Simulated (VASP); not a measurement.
Al: single point with PBE

Crystal: Al.

```xyz
1
Lattice="0.0000 2.0208 2.0208 2.0208 0.0000 2.0208 2.0208 2.0208 0.0000" Properties=species:S:1:pos:R:3 pbc="T T T"
Al    0.0000    0.0000    0.0000
```

```json
{
 "Program": "VASP 6.6.1",
 "Task": "single point",
 "Functional": "PBE",
 "Potentials or basis": "VASP PAW PBE potentials, release 64 (Al)",
 "Cutoff": "520 eV",
 "k mesh": "18 × 18 × 18",
 "Occupations": "gaussian, width 0.1 eV",
 "Spin": "no spin polarisation"
}
```

```yaml
Pressure: -0.1 GPa
```

Levels at points of the mesh, in eV from the Fermi level:
| k point | band 1 | band 2 | band 3 | band 4 | band 5 |
| --- | --- | --- | --- | --- | --- |
| (0.00, 0.00, 0.00) | -11.12 | 12.63 | 12.63 | 12.63 | 14.12 |
| (0.50, 0.00, 0.00) | -4.58 | -4.37 | 11.42 | 11.42 | 11.47 |
| (0.50, 0.50, 0.00) | -2.91 | -1.59 | 5.27 | 5.60 | 5.60 |

It took 6.8 s on 1 thread of Intel(R) Xeon(R) 6975P-C (Granite Rapids), with other jobs on the host, peak memory 0.14 GiB.
